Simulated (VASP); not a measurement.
AlN:

```xyz
4
Lattice="3.1286 0.0000 0.0000 -1.5643 2.7094 0.0000 0.0000 0.0000 5.0170" Properties=species:S:1:pos:R:3 pbc="T T T"
Al    1.5643    0.9031    2.5049
Al    0.0000    1.8063    5.0134
N     1.5643    0.9031    4.4185
N     0.0000    1.8063    1.9100
```

```yaml
Program: VASP 6.6.1
Task: relaxation of cell and atoms
Functional: PBE
Dispersion: D3(BJ)
Potentials_or_basis: VASP PAW PBE potentials, release 64 (Al, N)
Cutoff: 600 eV
k_mesh: 9 × 9 × 6
Occupations: gaussian, width 0.02 eV
Spin: no spin polarisation
```

At the start: pressure -4.2 GPa; volume 10.63 Å³/atom.

Question: How do energy, volume and symmetry change on relaxing?

Answer: Over 5 steps the energy falls by 3.1 meV/atom and the volume is 10.41 Å³/atom (-2.1 %); space group P6_3mc (No. 186, to 0.05 Å).

The path:
| step | energy change (eV) | largest force (eV/Å) | pressure (GPa) | volume (Å³) |
| --- | --- | --- | --- | --- |
| 1 | 0.0000 | 0.0025 | -4.23 | 42.53 |
| 2 | -0.0029 | 0.0138 | 3.99 | 40.82 |
| 3 | -0.0125 | 0.0087 | 0.00 | 41.61 |
| 4 | -0.0125 | 0.0086 | -0.09 | 41.62 |
| 5 | -0.0125 | 0.0095 | -0.08 | 41.62 |

Final structure:
```xyz
4
Lattice="3.1070 0.0000 0.0000 -1.5535 2.6908 0.0000 0.0000 0.0000 4.9785" Properties=species:S:1:pos:R:3 pbc="T T T"
Al    1.5535    0.8969    2.4853
Al    0.0000    1.7939    4.9745
N     1.5535    0.8969    4.3850
N     0.0000    1.7939    1.8958
```
